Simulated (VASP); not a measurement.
# Cu2H3 (R32) in VASP: further runs

The runs below take Cu2H3 through single point, relaxation of cell and atoms, with PBE.

Program: VASP 6.6.1. These are calculated values, not measurements. Logs are shortened: lines on timing, memory, paths and dates and some standing lists are left out, and cuts for length are marked.

## Step 1: The cell of the first run

Symmetry: R32, No. 155, trigonal system. The conventional cell has a = 4.423 Å, b = 4.423 Å, c = 6.695 Å, α = 90.00°, β = 90.00°, γ = 120.00°. Cu (site symmetry 3) has 6 H at 1.78 to 1.91 Å within 2.4 Å. Within 2.5 Å of H (site symmetry 2) lie 4 Cu at 1.78 to 1.91 Å and 4 H at 2.23 to 2.44 Å.

The cell was generated, and may not be a known phase.

## Step 2: Single point, PBE

File INCAR:

```
PREC = Accurate ; ENCUT = 520
EDIFF = 1E-6 ; ISMEAR = 0
SIGMA = 0.1 ; LREAL = F
LASPH = T ; NELM = 60
ALGO = Normal ; ISIF = 2
LWAVE = F ; LCHARG = F
GGA = PE ; NBANDS = 20
```

File KPOINTS:

```
regular mesh
0
Gamma
  6 6 6
```

File POSCAR:

```
Cu2H3
1.0
    2.2113035819      1.2766967183      2.2315893844
   -2.2113035819      1.2766967183      2.2315893844
    0.0000000000     -2.5533934365      2.2315893844
Cu H
2 3
Direct
    0.1931698090      0.1931698090      0.1931698090
    0.8068301910      0.8068301910      0.8068301910
    0.0000000000      0.3184596547      0.6815403453
    0.6815403453      0.0000000000      0.3184596547
    0.3184596547      0.6815403453      0.0000000000
```

Potentials or basis: VASP PAW PBE potentials, release 64 (Cu, H).

The run is started by

```console
$ cat potpaw_PBE.64/Cu/POTCAR potpaw_PBE.64/H/POTCAR > POTCAR
$ mpirun -np 1 vasp_std > vasp.out
```

OUTCAR:

```text
PREC = Accurate
   ENCUT = 520
   EDIFF = 1E-6
   ISMEAR = 0
   LREAL = F
   LASPH = T
   NELM = 60
   ISIF = 2
   GGA = PE

 ion  position               nearest neighbor table
   1  0.193  0.193  0.193-   3 1.78   4 1.78   5 1.78   2 2.58   2 2.58   2 2.58   2 2.59
   2  0.807  0.807  0.807-   4 1.78   3 1.78   5 1.78   1 2.58   1 2.58   1 2.58   1 2.59
   3  0.000  0.318  0.682-   1 1.78   2 1.78
   4  0.682  0.000  0.318-   2 1.78   1 1.78
   5  0.318  0.682  0.000-   1 1.78   2 1.78

  LATTYP: Found a trigonal (rhomboedric) cell.
 ALAT       =     3.3911368628
 COS(alpha) =     0.1495748431

  Lattice vectors:

 A1 = (   2.2113035819,   1.2766967183,   2.2315893844)
 A2 = (  -2.2113035819,   1.2766967183,   2.2315893844)
 A3 = (   0.0000000000,  -2.5533934365,   2.2315893844)

Analysis of symmetry for initial positions (statically):
=====================================================================
 Subroutine PRICEL returns:
 Original cell was already a primitive cell.

 Routine SETGRP: Setting up the symmetry group for a
 trigonal (rhombohedral) supercell.

 Subroutine GETGRP returns: Found  6 space group operations
 (whereof  6 operations were pure point group operations)
 out of a pool of 12 trial point group operations.

The static configuration has the point symmetry D_3 .

Analysis of symmetry for dynamics (positions and initial velocities):
=====================================================================
 Subroutine PRICEL returns:
 Original cell was already a primitive cell.

 Routine SETGRP: Setting up the symmetry group for a
 trigonal (rhombohedral) supercell.

 Subroutine GETGRP returns: Found  6 space group operations
 (whereof  6 operations were pure point group operations)
 out of a pool of 12 trial point group operations.

The dynamic configuration has the point symmetry D_3 .

 Subroutine INISYM returns: Found  6 space group operations
 (whereof  6 operations are pure point group operations),
 and found     1 'primitive' translations

----------------------------------------------------------------------------------------

                                     Primitive cell

  volume of cell :      37.8009

  direct lattice vectors                    reciprocal lattice vectors
     2.211303582  1.276696718  2.231589384     0.226110971  0.130545230  0.149370371
    -2.211303582  1.276696718  2.231589384    -0.226110971  0.130545230  0.149370371
     0.000000000 -2.553393436  2.231589384     0.000000000 -0.261090460  0.149370371

  length of vectors
     3.391136863  3.391136863  3.391136863     0.300798497  0.300798497  0.300798497

  position of ions in fractional coordinates (direct lattice)
     0.193169809  0.193169809  0.193169809
     0.806830191  0.806830191  0.806830191
     0.000000000  0.318459655  0.681540345
     0.681540345  0.000000000  0.318459655
     0.318459655  0.681540345  0.000000000

  ion indices of the primitive-cell ions
   primitive index   ion index
                 1           1
                 2           2
                 3           3
                 4           4
                 5           5

----------------------------------------------------------------------------------------

 KPOINTS: regular mesh

Automatic generation of k-mesh.
 Grid dimensions read from file:
 generate k-points for:    6    6    6

 Generating k-lattice:

  Cartesian coordinates                     Fractional coordinates (reciprocal lattice)
     0.037685162  0.021757538  0.024895062     0.166666667  0.000000000  0.000000000
    -0.037685162  0.021757538  0.024895062     0.000000000  0.166666667  0.000000000
     0.000000000 -0.043515077  0.024895062     0.000000000  0.000000000  0.166666667

  Length of vectors
     0.050133083  0.050133083  0.050133083

  Shift w.r.t. Gamma in fractional coordinates (k-lattice)
     0.000000000  0.000000000  0.000000000

 Subroutine IBZKPT returns following result:
 ===========================================

 Found     32 irreducible k-points:

 Following reciprocal coordinates:
            Coordinates               Weight
  0.000000  0.000000  0.000000      1.000000
  0.166667 -0.000000 -0.000000      6.000000
  0.333333 -0.000000 -0.000000      6.000000
  0.500000 -0.000000  0.000000      3.000000
  0.166667  0.166667 -0.000000      6.000000
  0.333333  0.166667 -0.000000     12.000000
[... 16 lines left out ...]
  0.500000  0.500000  0.166667      6.000000
 -0.333333  0.500000  0.166667     12.000000
 [... further k-points ...]
   k-points           NKPTS =     32   k-points in BZ     NKDIM =     32   number of bands    NBANDS=     20
   number of dos      NEDOS =    301   number of ions     NIONS =      5
   total plane-waves  NPLWV =  21952
   dimension x,y,z NGX =    28 NGY =   28 NGZ =   28
   dimension x,y,z NGXF=    56 NGYF=   56 NGZF=   56
   ions per type =               2   3
   NGX,Y,Z   is equivalent  to a cutoff of  13.73, 13.73, 13.73 a.u.
   NGXF,Y,Z  is equivalent  to a cutoff of  27.45, 27.45, 27.45 a.u.
 SYSTEM =  unknown system
   PREC   = accura    normal or accurate (medium, high low for compatibility)
   ISTART =      0    job   : 0-new  1-cont  2-samecut
   ICHARG =      2    charge: 1-file 2-atom 10-const
   ISPIN  =      1    spin polarized calculation?
   LNONCOLLINEAR =      F non collinear calculations
   LSORBIT =      F    spin-orbit coupling
   LASPH  =      T    aspherical Exc in radial PAW
   ENCUT  =  520.0 eV  38.22 Ry    6.18 a.u.   6.31  6.31  6.31*2*pi/ulx,y,z
   NELM   =     60;   NELMIN=  2; NELMDL= -5     # of ELM steps
   EDIFF  = 0.1E-05   stopping-criterion for ELM
   LREAL  =      F    real-space projection
[... 7 lines left out ...]
   TEBEG  =    0.0;   TEEND  =   0.0 temperature during run
   PSTRESS=    0.0 pullay stress
   NELECT =      25.0000    total number of electrons
   NUPDOWN=      -1.0000    fix difference up-down
   EMIN   =  10.00;   EMAX   =-10.00  energy-range for DOS
   EFERMI =   0.00;   METHOD = LEGACY
   ISMEAR =     0;   SIGMA  =   0.10  broadening in eV -4-tet -1-fermi 0-gaus
   EFERMI_NEDOS =   21; number of points for ismear=-14 and -15
   IALGO  =     38    algorithm
   IMIX   =      4    mixing-type and parameters
     AMIX     =   0.40;   BMIX     =  1.00
     AMIX_MAG =   1.60;   BMIX_MAG =  1.00
  volume/ion in A,a.u.               =       7.56        51.02
  Fermi-wavevector in a.u.,A,eV,Ry     =   1.426333  2.695379 27.680046  2.034426
  Thomas-Fermi vector in A             =   2.546621
   LORBIT       =      0    0 simple, 1 ext, 2 COOP (PROOUT), +10 PAW based schemes
   GGA     = PE    functional components
   LHFCALC =     F    Hartree Fock is set to
   AEXX    =    0.0000 exact exchange contribution
   IVDW    =     0    specifies the selected vdW correction
   LEPSILON=     F    determine dielectric tensor
   LRPA    =     F    only Hartree local field effects (RPA)
 non-spin polarized calculation
 Gauss-broadening in eV      SIGMA  =   0.10
  energy-cutoff  :      520.00
  volume of cell :       37.80
 maximum number of plane-waves:      1034
 NGX is ok and might be reduce to    28
   NGX = 13   NGY = 13   NGZ = 13

 number of electron      24.9999992 magnetization

 Free energy of the ion-electron system (eV)
  ---------------------------------------------------
  ext. energy  EPLUGINS =         0.00000000
  ---------------------------------------------------
  free energy    TOTEN  =       -16.01163023 eV

  energy without entropy =      -16.00566086  energy(sigma->0) =      -16.00864554

 E-fermi :   4.9898     XC(G=0): -11.2280

 val. band max:        4.9334596476   @ k =  -0.1667   0.1667   0.0000
 cond. band min:       5.0502430044   @ k =  -0.1667   0.5000   0.1667
 fundamental gap:      0.1167833568
 Fermi energy:         4.9898289103

 k-point     1 :       0.0000    0.0000    0.0000
  band No.  band energies     occupation
      1      -6.0680      2.00000
      2      -0.6729      2.00000
      3      -0.6729      2.00000
      4       1.4343      2.00000
      5       1.5864      2.00000
      6       1.5864      2.00000
[... 12 lines left out ...]
     19      17.1961      0.00000
     20      18.2345      0.00000

 k-point     2 :       0.1667   -0.0000   -0.0000
  band No.  band energies     occupation
      1      -5.7181      2.00000
      2      -0.8875      2.00000
      3      -0.6108      2.00000
      4       1.3935      2.00000
      5       1.4938      2.00000
      6       1.5360      2.00000
[... 12 lines left out ...]
     19      17.2025      0.00000
     20      18.3021      0.00000

 k-point     3 :       0.3333   -0.0000   -0.0000
  band No.  band energies     occupation
      1      -4.7271      2.00000
      2      -1.6076      2.00000
      3      -0.6303      2.00000
      4       1.2923      2.00000
      5       1.3401      2.00000
      6       1.4208      2.00000
[... 12 lines left out ...]
     19      16.0589      0.00000
     20      18.4248      0.00000

 k-point     4 :       0.5000   -0.0000    0.0000
  band No.  band energies     occupation
      1      -3.6393      2.00000
      2      -2.6559      2.00000
      3      -0.6548      2.00000
      4       1.2325      2.00000
      5       1.3264      2.00000
      6       1.3316      2.00000
[... 429 lines left out ...]
 k-point    23 :       0.5000    0.5000    0.1667
  band No.  band energies     occupation
      1      -1.8003      2.00000
      2      -1.5508      2.00000
      3      -1.1344      2.00000
      4       1.1142      2.00000
      5       1.3608      2.00000
      6       1.5397      2.00000
[... 12 lines left out ...]
     19      16.8762      0.00000
     20      19.0038      0.00000

 k-point    24 :      -0.3333    0.5000    0.1667
  band No.  band energies     occupation
      1      -2.2500      2.00000
      2      -1.7337      2.00000
      3      -0.9483      2.00000
      4       1.0904      2.00000
      5       1.3086      2.00000
      6       1.5699      2.00000
[... 12 lines left out ...]
     19      17.4100      0.00000
     20      18.7049      0.00000

 [... further k-points ...]

------------------------ aborting loop because EDIFF is reached ----------------------------------------

  FORCE on cell =-STRESS in cart. coord.  units (eV):
  Direction    XX          YY          ZZ          XY          YZ          ZX
  --------------------------------------------------------------------------------------
  -------------------------------------------------------------------------------------
  Total        0.0616340      0.0616340      0.0395512     -0.0000000      0.0000000      0.0000000
  in kB        2.6123361      2.6123361      1.6763649     -0.0000000      0.0000000      0.0000000
  external PRESSURE =       2.3003457 kB  Pullay stress =       0.0000000 kB

 VOLUME and BASIS-vectors are now :
 -----------------------------------------------------------------------------
  energy-cutoff  :      520.00
  volume of cell :       37.80
      direct lattice vectors                 reciprocal lattice vectors
     2.211303582  1.276696718  2.231589384     0.226110971  0.130545230  0.149370371
    -2.211303582  1.276696718  2.231589384    -0.226110971  0.130545230  0.149370371
     0.000000000 -2.553393436  2.231589384     0.000000000 -0.261090460  0.149370371

 POSITION                                       TOTAL-FORCE (eV/Angst)
 -----------------------------------------------------------------------------------
      0.00000      0.00000      1.29323        -0.000000     -0.000000     -0.009385
      0.00000      0.00000      5.40154        -0.000000      0.000000      0.009385
     -0.70421     -1.33366      2.23159         0.005922     -0.010257     -0.000000
      1.50709      0.05697      2.23159         0.005922      0.010257     -0.000000
     -0.80288      1.27670      2.23159        -0.011844     -0.000000     -0.000000
 -----------------------------------------------------------------------------------
    total drift:                                0.000000      0.000000      0.000000

  FREE ENERGIE OF THE ION-ELECTRON SYSTEM (eV)
  ---------------------------------------------------
  free  energy   TOTEN  =       -16.0116302339 eV

  energy  without entropy=      -16.0056608551  energy(sigma->0) =      -16.00864554
```

Run time: 19 s. Hardware: 1 thread of Intel Xeon Platinum 8488C (Sapphire Rapids), shared host; peak memory 0.16 GiB.

Results:

```
Free energy            : -16.0116 eV
Pressure               : 0.2 GPa
Largest force          : 0.012 eV/Å
Band gap on the k mesh : zero (an odd number of electrons rules out a gap without spin polarisation)
```

Forces on the atoms (eV/Å):
```
Cu   0.000  0.000 -0.009
Cu   0.000  0.000  0.009
H    0.006 -0.010  0.000
H    0.006  0.010  0.000
H   -0.012  0.000  0.000
```

(Continued in part 2 of 3.)

The gap in the log of VASP goes by the Fermi energy; the results here count the filled bands.